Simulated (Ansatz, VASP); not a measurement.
Rb in VASP and in Ansatz

```
Rb
1.0
    -2.86302    2.86302    2.86302
     2.86302   -2.86302    2.86302
     2.86302    2.86302   -2.86302
Rb
1
Direct
  0.00000 0.00000 0.00000
```

Alike in both runs: task single point; functional PBEsol; k mesh 10 × 10 × 10; occupations gaussian, width 0.1 eV; no spin polarisation.

|  | VASP | Ansatz |
| --- | --- | --- |
| version | VASP 6.6.1 | Ansatz 0.2.0 |
| potentials or method | VASP PAW PBE potentials, release 64 (Rb_sv), cutoff 520 eV | scalar-relativistic, plane waves, PAW |
| valence electrons in the cell | 9 | 9 |

|  | VASP | Ansatz | Ansatz less VASP |
| --- | --- | --- | --- |
| gap on the k mesh at the Fermi level (eV) | none | none | - |
| pressure (GPa) | -0.2 | -0.2 | 0.00 |

VASP's potentials were made for PBE, not for PBEsol. A gap of «none» marks a metal or a gap that the smearing closes.
